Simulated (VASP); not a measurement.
# CdBiO4 (P4/mmm) in VASP: notebook

The runs below take CdBiO4 through single point, with PBE.

Everything below comes from runs of VASP 6.6.1. Logs are shortened: lines on timing, memory, paths and dates and some standing lists are left out, and cuts for length are marked.

## Step 1: The cell of the first run

The structure is tetragonal, space group P4/mmm (No. 123). Conventional cell: a = 3.355 Å, b = 3.355 Å, c = 6.922 Å, α = 90.00°, β = 90.00°, γ = 90.00°. Within 3.0 Å of Cd (site symmetry 4/mmm) lie 10 O at 2.30 to 2.48 Å. Bi (site symmetry 4/mmm) has 10 O at 2.64 to 2.73 Å and 4 Bi at 3.35 Å within 3.5 Å. Within 2.0 Å of O (site symmetry 4mm) lie 1 O at 1.47 Å. Within 3.0 Å of O (site symmetry 4mm) lie 1 Cd at 2.30 Å and 5 O at 2.31 to 2.84 Å and 4 Bi at 2.64 Å.

The cell was generated, and may not be a known phase.

## Step 2: Single point, PBE

Input file INCAR:

```
PREC = Accurate
ENCUT = 520
EDIFF = 1E-7
ISMEAR = 0
SIGMA = 0.1
LREAL = F
LASPH = T
NELM = 60
ALGO = Fast
ISIF = 2
LWAVE = F
LCHARG = F
GGA = PE
NBANDS = 34
```

Input file KPOINTS:

```
regular mesh
0
Gamma
  6 6 2
```

Input file POSCAR:

```
CdBiO4
1.0
    3.3548980413      0.0000000000      0.0000000000
    0.0000000000      3.3548980413      0.0000000000
    0.0000000000      0.0000000000      6.9215850217
Cd Bi O
1 1 4
Direct
    0.0000000000      0.0000000000      0.0000000000
    0.5000000000      0.5000000000      0.5000000000
    0.5000000000      0.5000000000      0.1059713358
    0.0000000000      0.0000000000      0.6672007144
    0.0000000000      0.0000000000      0.3327992856
    0.5000000000      0.5000000000      0.8940286642
```

Potentials or basis: VASP PAW PBE potentials, release 64 (Cd, Bi_d, O).

Run with:

```console
cat potpaw_PBE.64/Cd/POTCAR potpaw_PBE.64/Bi_d/POTCAR potpaw_PBE.64/O/POTCAR > POTCAR
mpirun -np 1 vasp_std > vasp.out
```

OUTCAR:

```text
PREC = Accurate
   ENCUT = 520
   EDIFF = 1E-7
   ISMEAR = 0
   LREAL = F
   LASPH = T
   NELM = 60
   ISIF = 2
   GGA = PE

 ion  position               nearest neighbor table
   1  0.000  0.000  0.000-   4 2.30   5 2.30   3 2.48   6 2.48   3 2.48   6 2.48   3 2.48   6 2.48
                             3 2.48   6 2.48
   2  0.500  0.500  0.500-   4 2.64   5 2.64   4 2.64   5 2.64   4 2.64   5 2.64   4 2.64   5 2.64
                             3 2.73   6 2.73
   3  0.500  0.500  0.106-   6 1.47   1 2.48   1 2.48   1 2.48   1 2.48   2 2.73
   4  0.000  0.000  0.667-   1 2.30   2 2.64   2 2.64   2 2.64   2 2.64
   5  0.000  0.000  0.333-   1 2.30   2 2.64   2 2.64   2 2.64   2 2.64
   6  0.500  0.500  0.894-   3 1.47   1 2.48   1 2.48   1 2.48   1 2.48   2 2.73

  LATTYP: Found a simple tetragonal cell.
 ALAT       =     3.3548980413
 C/A-ratio  =     2.0631282789

  Lattice vectors:

 A1 = (   3.3548980413,   0.0000000000,   0.0000000000)
 A2 = (   0.0000000000,   3.3548980413,   0.0000000000)
 A3 = (   0.0000000000,   0.0000000000,   6.9215850217)

Analysis of symmetry for initial positions (statically):
=====================================================================
 Subroutine PRICEL returns:
 Original cell was already a primitive cell.

 Routine SETGRP: Setting up the symmetry group for a
 simple tetragonal supercell.

 Subroutine GETGRP returns: Found 16 space group operations
 (whereof 16 operations were pure point group operations)
 out of a pool of 16 trial point group operations.

The static configuration has the point symmetry D_4h.

Analysis of symmetry for dynamics (positions and initial velocities):
=====================================================================
 Subroutine PRICEL returns:
 Original cell was already a primitive cell.

 Routine SETGRP: Setting up the symmetry group for a
 simple tetragonal supercell.

 Subroutine GETGRP returns: Found 16 space group operations
 (whereof 16 operations were pure point group operations)
 out of a pool of 16 trial point group operations.

The dynamic configuration has the point symmetry D_4h.

 Subroutine INISYM returns: Found 16 space group operations
 (whereof 16 operations are pure point group operations),
 and found     1 'primitive' translations

----------------------------------------------------------------------------------------

                                     Primitive cell

  volume of cell :      77.9048

  direct lattice vectors                    reciprocal lattice vectors
     3.354898041  0.000000000  0.000000000     0.298071652  0.000000000  0.000000000
     0.000000000  3.354898041  0.000000000     0.000000000  0.298071652  0.000000000
     0.000000000  0.000000000  6.921585022     0.000000000  0.000000000  0.144475578

  length of vectors
     3.354898041  3.354898041  6.921585022     0.298071652  0.298071652  0.144475578

  position of ions in fractional coordinates (direct lattice)
     0.000000000  0.000000000  0.000000000
     0.500000000  0.500000000  0.500000000
     0.500000000  0.500000000  0.105971336
     0.000000000  0.000000000  0.667200714
     0.000000000  0.000000000  0.332799286
     0.500000000  0.500000000  0.894028664

  ion indices of the primitive-cell ions
   primitive index   ion index
                 1           1
                 2           2
                 3           3
                 4           4
                 5           5
                 6           6

----------------------------------------------------------------------------------------

 KPOINTS: regular mesh

Automatic generation of k-mesh.
 Grid dimensions read from file:
 generate k-points for:    6    6    2

 Generating k-lattice:

  Cartesian coordinates                     Fractional coordinates (reciprocal lattice)
     0.049678609  0.000000000  0.000000000     0.166666667  0.000000000  0.000000000
     0.000000000  0.049678609  0.000000000     0.000000000  0.166666667  0.000000000
     0.000000000  0.000000000  0.072237789     0.000000000  0.000000000  0.500000000

  Length of vectors
     0.049678609  0.049678609  0.072237789

  Shift w.r.t. Gamma in fractional coordinates (k-lattice)
     0.000000000  0.000000000  0.000000000

 Subroutine IBZKPT returns following result:
 ===========================================

 Found     20 irreducible k-points:

 Following reciprocal coordinates:
            Coordinates               Weight
  0.000000  0.000000  0.000000      1.000000
  0.166667  0.000000  0.000000      4.000000
  0.333333  0.000000  0.000000      4.000000
  0.500000  0.000000  0.000000      2.000000
  0.166667  0.166667  0.000000      4.000000
  0.333333  0.166667  0.000000      8.000000
[... 12 lines left out ...]
  0.500000  0.333333  0.500000      4.000000
  0.500000  0.500000  0.500000      1.000000
   k-points           NKPTS =     20   k-points in BZ     NKDIM =     20   number of bands    NBANDS=     34
   number of dos      NEDOS =    301   number of ions     NIONS =      6
   total plane-waves  NPLWV =  42336
   dimension x,y,z NGX =    28 NGY =   28 NGZ =   54
   dimension x,y,z NGXF=    56 NGYF=   56 NGZF=  108
   ions per type =               1   1   4
   NGX,Y,Z   is equivalent  to a cutoff of  13.87, 13.87, 12.97 a.u.
   NGXF,Y,Z  is equivalent  to a cutoff of  27.75, 27.75, 25.94 a.u.
 SYSTEM =  unknown system
   PREC   = accura    normal or accurate (medium, high low for compatibility)
   ISTART =      0    job   : 0-new  1-cont  2-samecut
   ICHARG =      2    charge: 1-file 2-atom 10-const
   ISPIN  =      1    spin polarized calculation?
   LNONCOLLINEAR =      F non collinear calculations
   LSORBIT =      F    spin-orbit coupling
   LASPH  =      T    aspherical Exc in radial PAW
   ENCUT  =  520.0 eV  38.22 Ry    6.18 a.u.   6.24  6.24 12.87*2*pi/ulx,y,z
   NELM   =     60;   NELMIN=  2; NELMDL= -5     # of ELM steps
   EDIFF  = 0.1E-06   stopping-criterion for ELM
   LREAL  =      F    real-space projection
   EDIFFG = 0.1E-05   stopping-criterion for IOM
   NSW    =      0    number of steps for IOM
   IBRION =     -1    ionic relax: 0-MD 1-quasi-New 2-CG
   NFREE  =      0    steps in history (QN), initial steepest desc. (CG)
   ISIF   =      2    stress and relaxation
   ISYM   =      2    0-nonsym 1-usesym 2-fastsym
   POTIM  = 0.5000    time-step for ionic-motion
   TEBEG  =    0.0;   TEEND  =   0.0 temperature during run
   PSTRESS=    0.0 pullay stress
   NELECT =      51.0000    total number of electrons
   NUPDOWN=      -1.0000    fix difference up-down
   EMIN   =  10.00;   EMAX   =-10.00  energy-range for DOS
   EFERMI =   0.00;   METHOD = LEGACY
   ISMEAR =     0;   SIGMA  =   0.10  broadening in eV -4-tet -1-fermi 0-gaus
   EFERMI_NEDOS =   21; number of points for ismear=-14 and -15
   IALGO  =     68    algorithm
   IMIX   =      4    mixing-type and parameters
     AMIX     =   0.40;   BMIX     =  1.00
     AMIX_MAG =   1.60;   BMIX_MAG =  1.00
  volume/ion in A,a.u.               =      12.98        87.62
  Fermi-wavevector in a.u.,A,eV,Ry     =   1.421489  2.686225 27.492351  2.020631
  Thomas-Fermi vector in A             =   2.542293
   LORBIT       =      0    0 simple, 1 ext, 2 COOP (PROOUT), +10 PAW based schemes
   GGA     = PE    functional components
   LHFCALC =     F    Hartree Fock is set to
   AEXX    =    0.0000 exact exchange contribution
   IVDW    =     0    specifies the selected vdW correction
   LEPSILON=     F    determine dielectric tensor
   LRPA    =     F    only Hartree local field effects (RPA)
 non-spin polarized calculation
 RMM-DIIS sequential band-by-band and
 Gauss-broadening in eV      SIGMA  =   0.10
  energy-cutoff  :      520.00
  volume of cell :       77.90
 maximum number of plane-waves:      2112
 NGX is ok and might be reduce to    28
   NGX = 13   NGY = 13   NGZ = 25

 number of electron      51.0000003 magnetization

 Free energy of the ion-electron system (eV)
  ---------------------------------------------------
  ext. energy  EPLUGINS =         0.00000000
  ---------------------------------------------------
  free energy    TOTEN  =       -26.12399303 eV

  energy without entropy =      -26.09118677  energy(sigma->0) =      -26.10758990

 E-fermi :   4.3796     XC(G=0): -11.2386

 val. band max:        4.3672783985   @ k =   0.1667   0.0000   0.0000
 cond. band min:       4.3843448088   @ k =   0.3333   0.3333   0.0000
 fundamental gap:      0.0170664103
 Fermi energy:         4.3796145687

 k-point     1 :       0.0000    0.0000    0.0000
  band No.  band energies     occupation
      1     -18.5538      2.00000
      2     -18.5148      2.00000
      3     -18.3484      2.00000
      4     -18.3484      2.00000
      5     -18.2642      2.00000
      6     -17.4651      2.00000
[... 26 lines left out ...]
     33      14.4405      0.00000
     34      15.8026      0.00000

 k-point     2 :       0.1667    0.0000    0.0000
  band No.  band energies     occupation
      1     -18.5307      2.00000
      2     -18.4830      2.00000
      3     -18.3730      2.00000
      4     -18.3461      2.00000
      5     -18.2816      2.00000
      6     -17.4162      2.00000
[... 26 lines left out ...]
     33      14.7904      0.00000
     34      15.8953      0.00000

 k-point     3 :       0.3333    0.0000    0.0000
  band No.  band energies     occupation
      1     -18.5165      2.00000
      2     -18.4214      2.00000
      3     -18.3873      2.00000
      4     -18.3415      2.00000
      5     -18.3160      2.00000
      6     -17.3158      2.00000
[... 26 lines left out ...]
     33      15.0400      0.00000
     34      16.6830      0.00000
[... 556 lines left out ...]
 k-point    19 :       0.5000    0.3333    0.5000
  band No.  band energies     occupation
      1     -18.4512      2.00000
      2     -18.4187      2.00000
      3     -18.3937      2.00000
      4     -18.3922      2.00000
      5     -18.2801      2.00000
      6     -17.2662      2.00000
[... 26 lines left out ...]
     33      14.2614      0.00000
     34      16.0996      0.00000

 k-point    20 :       0.5000    0.5000    0.5000
  band No.  band energies     occupation
      1     -18.4888      2.00000
      2     -18.4097      2.00000
      3     -18.4097      2.00000
      4     -18.3759      2.00000
      5     -18.2431      2.00000
      6     -17.2609      2.00000
[... 26 lines left out ...]
     33      13.8738      0.00000
     34      16.1070      0.00000

------------------------ aborting loop because EDIFF is reached ----------------------------------------

  FORCE on cell =-STRESS in cart. coord.  units (eV):
  Direction    XX          YY          ZZ          XY          YZ          ZX
  --------------------------------------------------------------------------------------
  -------------------------------------------------------------------------------------
  Total        0.2249638      0.2249638      0.4451694      0.0000000      0.0000000      0.0000000
  in kB        4.6265677      4.6265677      9.1552799      0.0000000      0.0000000      0.0000000
  external PRESSURE =       6.1361385 kB  Pullay stress =       0.0000000 kB

 VOLUME and BASIS-vectors are now :
 -----------------------------------------------------------------------------
  energy-cutoff  :      520.00
  volume of cell :       77.90
      direct lattice vectors                 reciprocal lattice vectors
     3.354898041  0.000000000  0.000000000     0.298071652  0.000000000  0.000000000
     0.000000000  3.354898041  0.000000000     0.000000000  0.298071652  0.000000000
     0.000000000  0.000000000  6.921585022     0.000000000  0.000000000  0.144475578

 POSITION                                       TOTAL-FORCE (eV/Angst)
 -----------------------------------------------------------------------------------
      0.00000      0.00000      0.00000         0.000000     -0.000000      0.000000
      1.67745      1.67745      3.46079         0.000000     -0.000000      0.000000
      1.67745      1.67745      0.73349         0.000000      0.000000      0.248736
      0.00000      0.00000      4.61809        -0.000000      0.000000     -0.055643
      0.00000      0.00000      2.30350         0.000000      0.000000      0.055643
      1.67745      1.67745      6.18810         0.000000     -0.000000     -0.248736
 -----------------------------------------------------------------------------------
    total drift:                                0.000000      0.000000      0.000000

  FREE ENERGIE OF THE ION-ELECTRON SYSTEM (eV)
  ---------------------------------------------------
  free  energy   TOTEN  =       -26.1239930334 eV

  energy  without entropy=      -26.0911867666  energy(sigma->0) =      -26.10758990
```

Run time: 86 s. Hardware: 1 thread of Oxide Virtual Turin-like, shared host; peak memory 0.19 GiB.

Results:

- Free energy: -26.1240 eV
- Pressure: 0.6 GPa
- Largest force: 0.249 eV/Å
- Band gap on the k mesh: zero (an odd number of electrons rules out a gap without spin polarisation)

Forces in eV/Å, atoms in the order of the input:
```
Cd   0.000  0.000  0.000
Bi   0.000  0.000  0.000
O    0.000  0.000  0.249
O    0.000  0.000 -0.056
O    0.000  0.000  0.056
O    0.000  0.000 -0.249
```

Caveat: the k points lie up to 0.45 Å⁻¹ apart, too coarse for converged energies and pressures of a metal; spin-orbit coupling is left out, which moves the levels of the heavy elements; an odd number of electrons without spin polarisation forces a metal; a magnetic or distorted state may lie lower.

## Step 3: Single point, PBE

This run uses another cell than the first one, of 15.83 Å³/atom.

Input file INCAR:

```
  ALGO = Fast
  EDIFF = 1E-6
  ENCUT = 520
  GGA = PE
  ISIF = 2
  ISMEAR = 0
  LASPH = True
  LCHARG = True
  LELF = True
  LREAL = False
  LVHAR = True
  LWAVE = False
  NBANDS = 34
  NELM = 100
  PREC = Accurate
  SIGMA = 0.1
```

Input file KPOINTS:

```
k-points
0
Gamma
  6 6 2
```

Input file POSCAR:

```
CdBiO4
1.0
    3.0058812500      0.0000000000      0.0000000000
    0.0000000000      3.0058812500      0.0000000000
    0.0000000000      0.0000000000     10.5127610000
Cd Bi O
1 1 4
Direct
    0.0000000000      0.0000000000      0.0000000000
    0.5000000000      0.5000000000      0.5000000000
    0.5000000000      0.5000000000      0.1703388400
    0.0000000000      0.0000000000      0.6526067300
    0.0000000000      0.0000000000      0.3473932700
    0.5000000000      0.5000000000      0.8296611600
```

Potentials or basis: VASP PAW PBE potentials, release 64 (Cd, Bi_d, O).

Run with:

```console
cat potpaw_PBE.64/Cd/POTCAR potpaw_PBE.64/Bi_d/POTCAR potpaw_PBE.64/O/POTCAR > POTCAR
mpirun -np 1 vasp_std > vasp.out
```

Wall time 2 min (1 thread of Oxide Virtual Turin-like, shared host); peak memory 0.2 GiB.

The run converged. Its results:

```
Free energy            : -20.6774 eV
Pressure               : -11.7 GPa
Largest force          : 2.633 eV/Å
Band gap on the k mesh : zero (an odd number of electrons rules out a gap without spin polarisation)
```

Forces in eV/Å, atoms in the order of the input:
```
Cd   0.000  0.000  0.000
Bi   0.000  0.000  0.000
O    0.000  0.000 -1.792
O    0.000  0.000 -2.633
O    0.000  0.000  2.633
O    0.000  0.000  1.792
```

Stress tensor (GPa, compression positive):
```
 -2.84   0.00   0.00
  0.00  -2.84   0.00
  0.00   0.00 -29.33
```

Levels at points of the mesh, in eV from the Fermi level:
```csv
k point,band 22,band 23,band 24,band 25,band 26,band 27,band 28,band 29
"(0.00, 0.00, 0.00)",-0.44,-0.44,0.02,0.02,0.26,0.26,1.70,2.83
"(0.50, 0.00, 0.00)",-0.26,-0.24,-0.21,-0.19,0.18,0.22,1.73,3.10
"(0.50, 0.50, 0.00)",-1.45,-0.71,-0.71,-0.65,-0.50,-0.49,1.78,1.78
"(0.00, 0.00, 0.50)",-0.49,0.03,0.13,0.13,0.18,0.18,1.09,3.20
"(0.50, 0.00, 0.50)",-0.54,-0.21,-0.19,0.18,0.22,0.23,1.82,3.06
"(0.50, 0.50, 0.50)",-1.20,-1.01,-1.01,-0.65,-0.57,-0.41,1.81,1.81
```

Caveat: the stress differs along the axes, from -29 to -3 GPa; spin-orbit coupling is left out, which moves the levels of the heavy elements; an odd number of electrons without spin polarisation forces a metal; a magnetic or distorted state may lie lower.

## Step 4: Single point, PBE

This run uses another cell than the first one, of 12.95 Å³/atom.

Input file INCAR:

```
SYSTEM = CdBiO4
  PREC = Accurate
  ENCUT = 520
  EDIFF = 1E-6
  ISMEAR = 0
  SIGMA = 0.1
  LREAL = .FALSE.
  LASPH = .TRUE.
  NELM = 100
  ALGO = Normal
  ISIF = 2
  LWAVE = .FALSE.
  LCHARG = .FALSE.
  GGA = PE
  NBANDS = 34
```

Input file KPOINTS:

```
regular mesh
0
G
  6 6 4
  0 0 0
```

Input file POSCAR:

```
CdBiO4
1.0
    3.3508128596      0.0000000000      0.0000000000
    0.0000000000      3.3508128596      0.0000000000
    0.0000000000      0.0000000000      6.9197106434
Cd Bi O
1 1 4
Direct
    0.0000000000      0.0000000000      0.0000000000
    0.5000000000      0.5000000000      0.5000000000
    0.5000000000      0.5000000000      0.1060756580
    0.0000000000      0.0000000000      0.6672908518
    0.0000000000      0.0000000000      0.3327091482
    0.5000000000      0.5000000000      0.8939243420
```

Run with:

```console
cat potpaw_PBE.64/Cd/POTCAR potpaw_PBE.64/Bi_d/POTCAR potpaw_PBE.64/O/POTCAR > POTCAR
mpirun -np 1 vasp_std > vasp.out
```

Wall time 2.5 min (1 thread of Oxide Virtual Turin-like, shared host); peak memory 0.2 GiB.

The run converged. Its results:

| Property | Result |
| --- | --- |
| Free energy | -26.1040 eV |
| Pressure | 0.8 GPa |
| Largest force | 0.305 eV/Å |
| Band gap on the k mesh | zero (an odd number of electrons rules out a gap without spin polarisation) |

Forces on the atoms (eV/Å):
```
Cd   0.000  0.000  0.000
Bi   0.000  0.000  0.000
O    0.000  0.000  0.305
O    0.000  0.000 -0.069
O    0.000  0.000  0.069
O    0.000  0.000 -0.305
```

Stress tensor (GPa, compression positive):
```
0.58 0.00 0.00
0.00 0.58 0.00
0.00 0.00 1.20
```

Levels at points of the mesh, in eV from the Fermi level:
```
           k point  band 24  band 25  band 26  band 27  band 28  band 29
(0.00, 0.00, 0.00)    -0.91     0.10     0.10     0.72     2.07     6.05
(0.50, 0.00, 0.00)    -0.46    -0.35     0.16     1.51     3.16     5.48
(0.50, 0.50, 0.00)    -0.65    -0.05    -0.05     1.47     3.81     3.81
(0.00, 0.00, 0.50)    -0.94    -0.02    -0.02     2.18     3.19     4.49
(0.50, 0.00, 0.50)    -0.38    -0.32     0.11     1.70     4.42     4.98
(0.50, 0.50, 0.50)    -0.78    -0.36    -0.36     3.51     3.88     3.88
```

Caveat: spin-orbit coupling is left out, which moves the levels of the heavy elements; an odd number of electrons without spin polarisation forces a metal; a magnetic or distorted state may lie lower.

## Step 5: The runs side by side

| cell | k mesh | gap on the mesh (eV) | pressure (GPa) | largest force (eV/Å) |
| --- | --- | --- | --- | --- |
| a = 3.355, b = 3.355, c = 6.922 Å, 6 atoms, atomic positions A | 6 × 6 × 2 | none | 0.6 | 0.25 |
| a = 3.006, b = 3.006, c = 10.513 Å, 6 atoms, atomic positions B | 6 × 6 × 2 | none | -11.7 | 2.63 |
| a = 3.351, b = 3.351, c = 6.920 Å, 6 atoms, atomic positions C | 6 × 6 × 4 | none | 0.8 | 0.30 |

Alike in all rows: task single point; level PBE; potentials or basis VASP PAW PBE potentials, release 64 (Cd, Bi_d, O); no spin polarisation; cutoff (eV) 520; smearing gaussian 0.1 eV.

Caveats: some runs use coarse meshes; spin-orbit coupling is left out, which moves the levels of the heavy elements; an odd number of electrons without spin polarisation forces a metal; a magnetic or distorted state may lie lower; the stress differs along the axes, from -29 to -3 GPa (at least some runs).

Total energies depend on the potentials used, so only differences within one code and one set of settings carry meaning.
